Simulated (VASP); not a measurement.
Wanted: the native input for a VASP 6.6.1 run.

| Item | Value |
| --- | --- |
| Task | single point |
| Functional | r2SCAN |
| Potentials or basis | VASP PAW PBE potentials, release 64 (Na_pv) |
| Cutoff | 520 eV |
| k mesh | 8 × 8 × 5 |
| Occupations | fermi-dirac, width 0.05 eV |
| Spin | no spin polarisation |
| Dipole correction | no |
| Further INCAR settings | ALGO = Normal; EDIFF = 1e-07; NBANDS = 14 |

Crystal: Na.

```
Na
1.0
     3.79195    0.00000    0.00000
    -1.89597    3.28392    0.00000
     0.00000    0.00000    6.19476
Na
2
Direct
  0.66667 0.33333 0.75000
  0.33333 0.66667 0.25000
```

The input as run:

POSCAR

```
Na
1.0
    3.7919477469      0.0000000000      0.0000000000
   -1.8959738735      3.2839230787      0.0000000000
    0.0000000000      0.0000000000      6.1947561546
Na
2
Direct
    0.6666666667      0.3333333333      0.7500000000
    0.3333333333      0.6666666667      0.2500000000
```

INCAR.step1

```
SYSTEM = Na
ALGO = Normal
EDIFF = 1E-4
ENCUT = 520
GGA = PE
ISMEAR = -1
LASPH = .True.
LCHARG = .False.
LREAL = .False.
LWAVE = .True.
NBANDS = 14
NELM = 100
PREC = Accurate
SIGMA = 0.05
```

INCAR.step2

```
SYSTEM = Na
ALGO = Normal
EDIFF = 1E-7
ENCUT = 520
ISIF = 2
ISMEAR = -1
ISTART = 1
LASPH = .True.
LCHARG = .False.
LMIXTAU = .True.
LREAL = .False.
LWAVE = .False.
METAGGA = R2SCAN
NBANDS = 14
NELM = 100
PREC = Accurate
SIGMA = 0.05
```

KPOINTS

```
k-points
0
Gamma
  8 8 5
  0 0 0
```

Potentials or basis: VASP PAW PBE potentials, release 64 (Na_pv).

The run is started by

```sh
$ cat potpaw_PBE.64/Na_pv/POTCAR > POTCAR
$ cp INCAR.step1 INCAR
$ mpirun -np 1 vasp_std > vasp.out
$ cp INCAR.step2 INCAR
$ mpirun -np 1 vasp_std > vasp.out
```

It gave:

| Quantity | Value |
| --- | --- |
| Pressure | -0.1 GPa |
| Band gap on the k mesh | zero (band 7 reaches 1.69 eV, above the bottom of band 8 at -1.63 eV) |

Caveat: the PAW data sets were made with another functional, which shifts forces and pressure a little.

Wall time 86 s on 1 thread of Intel(R) Xeon(R) Platinum 8375C CPU @ 2.90GHz (Ice Lake), with other jobs on the host, peak memory 0.19 GiB.
